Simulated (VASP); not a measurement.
Write the native input for VASP 6.6.1 that does the following.

| Quantity | Value |
| --- | --- |
| Task | single point |
| Functional | PBE |
| Potentials or basis | VASP PAW PBE potentials, release 64 (Ga_d, As) |
| Cutoff | 520 eV |
| k mesh | 8 × 5 × 1 |
| Occupations | fermi-dirac, width 0.02 eV |
| Spin | no spin polarisation |
| Dipole correction | yes |
| Electric field (eV/Å) | 0.1 |
| Further INCAR settings | ALGO = Normal; EDIFF = 1e-07; NBANDS = 16; EFIELD = -0.1 |

The structure of GaAs (GaAs (110), 1 layers) lies in POSCAR:

```
GaAs
1.0
    4.0620561041      0.0000000000      0.0000000000
    0.0000000000      5.7446148335      0.0000000000
    0.0000000000      0.0000000000     16.0000000000
Ga As
1 1
Direct
    0.2500000000      0.1250000000      0.5000000000
    0.7500000000      0.8750000000      0.5000000000
```

The input as run:

INCAR

```
PREC = Accurate
ENCUT = 520
EDIFF = 1E-7
ISMEAR = -1
SIGMA = 0.02
LREAL = False
LASPH = True
NELM = 100
ALGO = Normal
ISIF = 2
LWAVE = False
LCHARG = False
LDIPOL = True
IDIPOL = 3
DIPOL = 0.5 0.5 0.500
GGA = PE
NBANDS = 16
EFIELD = -0.1
```

KPOINTS

```
Automatic mesh
0
Gamma
  8 5 1
```

Potentials or basis: VASP PAW PBE potentials, release 64 (Ga_d, As).

Command:

```bash
$ cat potpaw_PBE.64/Ga_d/POTCAR potpaw_PBE.64/As/POTCAR > POTCAR
$ mpirun -np 1 vasp_std > vasp.out
```

It gave:

```
Largest force : 1.465 eV/Å
```

It took 6 min on 1 thread of AMD EPYC 7R13, with other jobs on the host, peak memory 0.41 GiB.
